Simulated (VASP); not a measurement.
## Ir: single point with PBE

The system is Ir, a wire with vacuum.

```
Ir
1.0
    10.90000    0.00000    0.00000
     0.00000   11.20000    0.00000
     0.00000    0.00000    3.87066
Ir
4
Direct
  0.58878 0.58640 0.00000
  0.58878 0.41360 0.50000
  0.41122 0.58640 0.50000
  0.41122 0.41360 0.00000
```

```
Program             : VASP 6.6.1
Task                : single point
Functional          : PBE
Potentials or basis : VASP PAW PBE potentials, release 64 (Ir)
Cutoff              : 520 eV
k mesh              : 1 × 1 × 14
Occupations         : gaussian, width 0.05 eV
Spin                : no spin polarisation
```

```
Largest force          : 3.880 eV/Å
Band gap on the k mesh : zero (band 18 reaches -2.98 eV, above the bottom of band 19 at -3.02 eV)
```

Forces on the atoms (eV/Å):
```
Ir  -2.744 -2.743  0.000
Ir  -2.744  2.743  0.000
Ir   2.744 -2.743  0.000
Ir   2.744  2.743  0.000
```

Levels at points of the mesh, in eV from the Fermi level:
| k point | band 15 | band 16 | band 17 | band 18 | band 19 | band 20 |
| --- | --- | --- | --- | --- | --- | --- |
| (0.00, 0.00, 0.00) | -0.33 | -0.07 | -0.07 | 0.00 | 0.00 | 0.05 |
| (0.00, 0.00, 0.50) | -0.82 | -0.82 | -0.21 | -0.21 | 0.12 | 0.12 |

Run time: 120 s on 1 thread of Intel Xeon 6975P-C, with other jobs on the host, peak memory 0.49 GiB.

Caveat: spin-orbit coupling is left out, which moves the levels of the heavy elements.
